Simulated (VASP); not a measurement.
# Hf2Tl3Ag (P-4m2) in VASP: notebook

The runs below take Hf2Tl3Ag through single point, with PBE.

All numbers are computed with VASP 6.6.1; they aren't measurements. Logs are shortened: lines on timing, memory, paths and dates and some standing lists are left out, and cuts for length are marked.

## (1) The cell of the first run

Symmetry: P-4m2, No. 115, tetragonal system. Conventional cell: a = 4.027 Å, b = 4.027 Å, c = 8.826 Å, α = 90.00°, β = 90.00°, γ = 90.00°. Tl (site symmetry -4m2) has 4 Ag at 2.85 Å and 4 Hf at 3.09 Å and 8 Tl at 3.93 to 4.03 Å within 4.1 Å. Within 4.1 Å of Tl (site symmetry 2mm) lie 5 Hf at 3.03 to 3.11 Å and 10 Tl at 3.53 to 4.03 Å and 2 Ag at 3.93 Å. Ag (site symmetry -4m2) has 8 Tl at 2.85 to 3.93 Å and 4 Hf at 3.09 Å and 4 Ag at 4.03 Å within 4.1 Å. Hf (site symmetry 2mm) has 7 Tl at 3.03 to 3.11 Å and 2 Ag at 3.09 Å and 4 Hf at 4.03 Å within 4.1 Å.

## (2) Single point, PBE

File INCAR:

```
PREC     = Accurate       # precision mode
ENCUT    = 520            # plane-wave cutoff, eV
EDIFF    = 1E-7           # SCF threshold, eV
ISMEAR   = -1             # smearing method
SIGMA    = 0.1            # smearing width, eV
LREAL    = F              # projectors in reciprocal space
LASPH    = T              # aspherical terms in the spheres
NELM     = 80             # most SCF steps
ALGO     = Normal         # electronic algorithm
ISIF     = 2              # what is computed and relaxed
LWAVE    = F              # write WAVECAR
LCHARG   = T              # write CHGCAR
GGA      = PE             # functional
LELF     = T              # ELF
LVHAR    = T            
NBANDS   = 44             # bands
```

File KPOINTS:

```
Automatic mesh
0
Gamma
  5 5 2
```

File POSCAR:

```
Hf2Tl3Ag
1.0
    4.0270870000      0.0000000000      0.0000000000
    0.0000000000      4.0270870000      0.0000000000
    0.0000000000      0.0000000000      8.8258890000
Tl Ag Hf
3 1 2
Direct
    0.5000000000      0.5000000000      0.0000000000
    0.0000000000      0.5000000000      0.3820000000
    0.5000000000      0.0000000000      0.6180000000
    0.0000000000      0.0000000000      0.0000000000
    0.0000000000      0.5000000000      0.7340000000
    0.5000000000      0.0000000000      0.2660000000
```

Potentials or basis: VASP PAW PBE potentials, release 64 (Tl_d, Ag, Hf_pv).

On the command line:

```console
cat potpaw_PBE.64/Tl_d/POTCAR potpaw_PBE.64/Ag/POTCAR potpaw_PBE.64/Hf_pv/POTCAR > POTCAR
mpirun -np 1 vasp_std > vasp.out
```

OUTCAR:

```text
PREC = Accurate
   ENCUT = 520
   EDIFF = 1E-7
   ISMEAR = -1
   LREAL = F
   LASPH = T
   NELM = 80
   ISIF = 2
   GGA = PE

 ion  position               nearest neighbor table
   1  0.500  0.500  0.000-   4 2.85   4 2.85   4 2.85   4 2.85   6 3.09   6 3.09   5 3.09   5 3.09
                             2 3.93   3 3.93   3 3.93   2 3.93
   2  0.000  0.500  0.382-   6 3.03   6 3.03   6 3.03   6 3.03   5 3.11   3 3.53   3 3.53   3 3.53
                             3 3.53   1 3.93   1 3.93
   3  0.500  0.000  0.618-   5 3.03   5 3.03   5 3.03   5 3.03   6 3.11   2 3.53   2 3.53   2 3.53
                             2 3.53   1 3.93   1 3.93
   4  0.000  0.000  0.000-   1 2.85   1 2.85   1 2.85   1 2.85   5 3.09   6 3.09   6 3.09   5 3.09

   5  0.000  0.500  0.734-   3 3.03   3 3.03   3 3.03   3 3.03   4 3.09   1 3.09   4 3.09   1 3.09
                             2 3.11
   6  0.500  0.000  0.266-   2 3.03   2 3.03   2 3.03   2 3.03   1 3.09   4 3.09   4 3.09   1 3.09
                             3 3.11

  LATTYP: Found a simple tetragonal cell.
 ALAT       =     4.0270870000
 C/A-ratio  =     2.1916310723

  Lattice vectors:

 A1 = (   4.0270870000,   0.0000000000,   0.0000000000)
 A2 = (   0.0000000000,   4.0270870000,   0.0000000000)
 A3 = (   0.0000000000,   0.0000000000,   8.8258890000)

Analysis of symmetry for initial positions (statically):
=====================================================================
 Subroutine PRICEL returns:
 Original cell was already a primitive cell.

 Routine SETGRP: Setting up the symmetry group for a
 simple tetragonal supercell.

 Subroutine GETGRP returns: Found  8 space group operations
 (whereof  8 operations were pure point group operations)
 out of a pool of 16 trial point group operations.

The static configuration has the point symmetry D_2d.

Analysis of symmetry for dynamics (positions and initial velocities):
=====================================================================
 Subroutine PRICEL returns:
 Original cell was already a primitive cell.

 Routine SETGRP: Setting up the symmetry group for a
 simple tetragonal supercell.

 Subroutine GETGRP returns: Found  8 space group operations
 (whereof  8 operations were pure point group operations)
 out of a pool of 16 trial point group operations.

The dynamic configuration has the point symmetry D_2d.

 Subroutine INISYM returns: Found  8 space group operations
 (whereof  8 operations are pure point group operations),
 and found     1 'primitive' translations

----------------------------------------------------------------------------------------

                                     Primitive cell

  volume of cell :     143.1332

  direct lattice vectors                    reciprocal lattice vectors
     4.027087000  0.000000000  0.000000000     0.248318450  0.000000000  0.000000000
     0.000000000  4.027087000  0.000000000     0.000000000  0.248318450  0.000000000
     0.000000000  0.000000000  8.825889000     0.000000000  0.000000000  0.113303034

  length of vectors
     4.027087000  4.027087000  8.825889000     0.248318450  0.248318450  0.113303034

  position of ions in fractional coordinates (direct lattice)
     0.500000000  0.500000000  0.000000000
     0.000000000  0.500000000  0.382000000
     0.500000000  0.000000000  0.618000000
     0.000000000  0.000000000  0.000000000
     0.000000000  0.500000000  0.734000000
     0.500000000  0.000000000  0.266000000

  ion indices of the primitive-cell ions
   primitive index   ion index
                 1           1
                 2           2
                 3           3
                 4           4
                 5           5
                 6           6

----------------------------------------------------------------------------------------

 KPOINTS: Automatic mesh

Automatic generation of k-mesh.
 Grid dimensions read from file:
 generate k-points for:    5    5    2

 Generating k-lattice:

  Cartesian coordinates                     Fractional coordinates (reciprocal lattice)
     0.049663690  0.000000000  0.000000000     0.200000000  0.000000000  0.000000000
     0.000000000  0.049663690  0.000000000     0.000000000  0.200000000  0.000000000
     0.000000000  0.000000000  0.056651517     0.000000000  0.000000000  0.500000000

  Length of vectors
     0.049663690  0.049663690  0.056651517

  Shift w.r.t. Gamma in fractional coordinates (k-lattice)
     0.000000000  0.000000000  0.000000000

 Subroutine IBZKPT returns following result:
 ===========================================

 Found     12 irreducible k-points:

 Following reciprocal coordinates:
            Coordinates               Weight
  0.000000  0.000000  0.000000      1.000000
  0.200000  0.000000  0.000000      4.000000
  0.400000  0.000000  0.000000      4.000000
  0.200000  0.200000  0.000000      4.000000
  0.400000  0.200000  0.000000      8.000000
  0.400000  0.400000  0.000000      4.000000
  0.000000  0.000000  0.500000      1.000000
  0.200000  0.000000  0.500000      4.000000
  0.400000  0.000000  0.500000      4.000000
  0.200000  0.200000  0.500000      4.000000
  0.400000  0.200000  0.500000      8.000000
  0.400000  0.400000  0.500000      4.000000
   k-points           NKPTS =     12   k-points in BZ     NKDIM =     12   number of bands    NBANDS=     44
   number of dos      NEDOS =    301   number of ions     NIONS =      6
   total plane-waves  NPLWV =  63000
   dimension x,y,z NGX =    30 NGY =   30 NGZ =   70
   dimension x,y,z NGXF=    60 NGYF=   60 NGZF=  140
   ions per type =               3   1   2
   NGX,Y,Z   is equivalent  to a cutoff of  12.38, 12.38, 13.19 a.u.
   NGXF,Y,Z  is equivalent  to a cutoff of  24.77, 24.77, 26.37 a.u.
 SYSTEM =  unknown system
   PREC   = accura    normal or accurate (medium, high low for compatibility)
   ISTART =      0    job   : 0-new  1-cont  2-samecut
   ICHARG =      2    charge: 1-file 2-atom 10-const
   ISPIN  =      1    spin polarized calculation?
   LNONCOLLINEAR =      F non collinear calculations
   LSORBIT =      F    spin-orbit coupling
   LASPH  =      T    aspherical Exc in radial PAW
   ENCUT  =  520.0 eV  38.22 Ry    6.18 a.u.   7.49  7.49 16.41*2*pi/ulx,y,z
   NELM   =     80;   NELMIN=  2; NELMDL= -5     # of ELM steps
   EDIFF  = 0.1E-06   stopping-criterion for ELM
   LREAL  =      F    real-space projection
   EDIFFG = 0.1E-05   stopping-criterion for IOM
   NSW    =      0    number of steps for IOM
   IBRION =     -1    ionic relax: 0-MD 1-quasi-New 2-CG
   NFREE  =      0    steps in history (QN), initial steepest desc. (CG)
   ISIF   =      2    stress and relaxation
   ISYM   =      2    0-nonsym 1-usesym 2-fastsym
   POTIM  = 0.5000    time-step for ionic-motion
   TEBEG  =    0.0;   TEEND  =   0.0 temperature during run
   PSTRESS=    0.0 pullay stress
   NELECT =      70.0000    total number of electrons
   NUPDOWN=      -1.0000    fix difference up-down
   EMIN   =  10.00;   EMAX   =-10.00  energy-range for DOS
   EFERMI =   0.00;   METHOD = LEGACY
   ISMEAR =    -1;   SIGMA  =   0.10  broadening in eV -4-tet -1-fermi 0-gaus
   EFERMI_NEDOS =   21; number of points for ismear=-14 and -15
   IALGO  =     38    algorithm
   IMIX   =      4    mixing-type and parameters
     AMIX     =   0.40;   BMIX     =  1.00
     AMIX_MAG =   1.60;   BMIX_MAG =  1.00
  volume/ion in A,a.u.               =      23.86       160.99
  Fermi-wavevector in a.u.,A,eV,Ry     =   1.289815  2.437397 22.634954  1.663622
  Thomas-Fermi vector in A             =   2.421685
   LORBIT       =      0    0 simple, 1 ext, 2 COOP (PROOUT), +10 PAW based schemes
   GGA     = PE    functional components
   LHFCALC =     F    Hartree Fock is set to
   AEXX    =    0.0000 exact exchange contribution
   IVDW    =     0    specifies the selected vdW correction
   LEPSILON=     F    determine dielectric tensor
   LRPA    =     F    only Hartree local field effects (RPA)
 non-spin polarized calculation
  energy-cutoff  :      520.00
  volume of cell :      143.13
 maximum number of plane-waves:      3889
 NGX is ok and might be reduce to    30
   NGX = 15   NGY = 15   NGZ = 33

 number of electron      70.0000005 magnetization

 Free energy of the ion-electron system (eV)
  ---------------------------------------------------
  ext. energy  EPLUGINS =         0.00000000
  ---------------------------------------------------
  free energy    TOTEN  =       -26.47146661 eV

  energy without entropy =      -26.16504210  energy(sigma->0) =      -26.31825435

 E-fermi :   6.6646     XC(G=0): -10.9520

 val. band max:        6.6530594269   @ k =   0.2000   0.0000   0.0000
 cond. band min:       6.6708287404   @ k =   0.2000   0.0000   0.5000
 fundamental gap:      0.0177693135
 Fermi energy:         6.6645901461

 k-point     1 :       0.0000    0.0000    0.0000
  band No.  band energies     occupation
      1     -24.9486      2.00000
      2     -24.9440      2.00000
      3     -24.8533      2.00000
      4     -24.8533      2.00000
      5     -24.8312      2.00000
      6     -24.8312      2.00000
[... 36 lines left out ...]
     43      10.2293      0.00000
     44      10.4848      0.00000

 k-point     2 :       0.2000    0.0000    0.0000
  band No.  band energies     occupation
      1     -24.9469      2.00000
      2     -24.9432      2.00000
      3     -24.8652      2.00000
      4     -24.8529      2.00000
      5     -24.8435      2.00000
      6     -24.8308      2.00000
[... 36 lines left out ...]
     43       9.9713      0.00000
     44       9.9757      0.00000

 k-point     3 :       0.4000    0.0000    0.0000
  band No.  band energies     occupation
      1     -24.9436      2.00000
      2     -24.9422      2.00000
      3     -24.8845      2.00000
      4     -24.8632      2.00000
      5     -24.8522      2.00000
      6     -24.8302      2.00000
[... 36 lines left out ...]
     43      10.3252      0.00000
     44      10.9413      0.00000

 k-point     4 :       0.2000    0.2000    0.0000
  band No.  band energies     occupation
      1     -24.9454      2.00000
      2     -24.9424      2.00000
      3     -24.8646      2.00000
      4     -24.8642      2.00000
      5     -24.8428      2.00000
      6     -24.8423      2.00000
[... 318 lines left out ...]
     43      10.1360      0.00000
     44      10.3326      0.00000

 k-point    11 :       0.4000    0.2000    0.5000
  band No.  band energies     occupation
      1     -24.9423      2.00000
      2     -24.9420      2.00000
      3     -24.8829      2.00000
      4     -24.8631      2.00000
      5     -24.8614      2.00000
      6     -24.8412      2.00000
[... 36 lines left out ...]
     43      10.1536      0.00000
     44      10.3106      0.00000

 k-point    12 :       0.4000    0.4000    0.5000
  band No.  band energies     occupation
      1     -24.9409      2.00000
      2     -24.9409      2.00000
      3     -24.8805      2.00000
      4     -24.8802      2.00000
      5     -24.8594      2.00000
      6     -24.8587      2.00000
[... 36 lines left out ...]
     43       9.6179      0.00000
     44       9.6929      0.00000

------------------------ aborting loop because EDIFF is reached ----------------------------------------

  FORCE on cell =-STRESS in cart. coord.  units (eV):
  Direction    XX          YY          ZZ          XY          YZ          ZX
  --------------------------------------------------------------------------------------
  -------------------------------------------------------------------------------------
  Total        2.4589583      2.4589583      0.0922569      0.0000000     -0.0000000      0.0000000
  in kB       27.5246158     27.5246158      1.0326872      0.0000000     -0.0000000      0.0000000
  external PRESSURE =      18.6939729 kB  Pullay stress =       0.0000000 kB

 VOLUME and BASIS-vectors are now :
 -----------------------------------------------------------------------------
  energy-cutoff  :      520.00
  volume of cell :      143.13
      direct lattice vectors                 reciprocal lattice vectors
     4.027087000  0.000000000  0.000000000     0.248318450  0.000000000  0.000000000
     0.000000000  4.027087000  0.000000000     0.000000000  0.248318450  0.000000000
     0.000000000  0.000000000  8.825889000     0.000000000  0.000000000  0.113303034

 POSITION                                       TOTAL-FORCE (eV/Angst)
 -----------------------------------------------------------------------------------
      2.01354      2.01354      0.00000        -0.000000      0.000000      0.000000
      0.00000      2.01354      3.37149         0.000000      0.000000     -0.180588
      2.01354      0.00000      5.45440        -0.000000      0.000000      0.180588
      0.00000      0.00000      0.00000        -0.000000      0.000000      0.000000
      0.00000      2.01354      6.47820        -0.000000      0.000000      0.263580
      2.01354      0.00000      2.34769        -0.000000     -0.000000     -0.263580
 -----------------------------------------------------------------------------------
    total drift:                                0.000000      0.000000     -0.000000

  FREE ENERGIE OF THE ION-ELECTRON SYSTEM (eV)
  ---------------------------------------------------
  free  energy   TOTEN  =       -26.4714666105 eV

  energy  without entropy=      -26.1650420952  energy(sigma->0) =      -26.31825435
```

Wall time 2.4 min (1 thread of Intel Xeon 8259CL, shared host); peak memory 0.27 GiB.

What came out:

```yaml
Free_energy: -26.4715 eV
Pressure: 1.9 GPa
Largest_force: 0.264 eV/Å
Band_gap_on_the_k_mesh: zero (bands 35 and 36 overlap by 0.48 eV)
```

Forces in eV/Å, atoms in the order of the input:
```
Tl   0.000  0.000  0.000
Tl   0.000  0.000 -0.181
Tl   0.000  0.000  0.181
Ag   0.000  0.000  0.000
Hf   0.000  0.000  0.264
Hf   0.000  0.000 -0.264
```

Stress tensor (GPa, compression positive):
```
2.75 0.00 0.00
0.00 2.75 0.00
0.00 0.00 0.10
```

Caveat: spin-orbit coupling is left out, which moves the levels of the heavy elements.

(Part 1 of 2 ends here.)
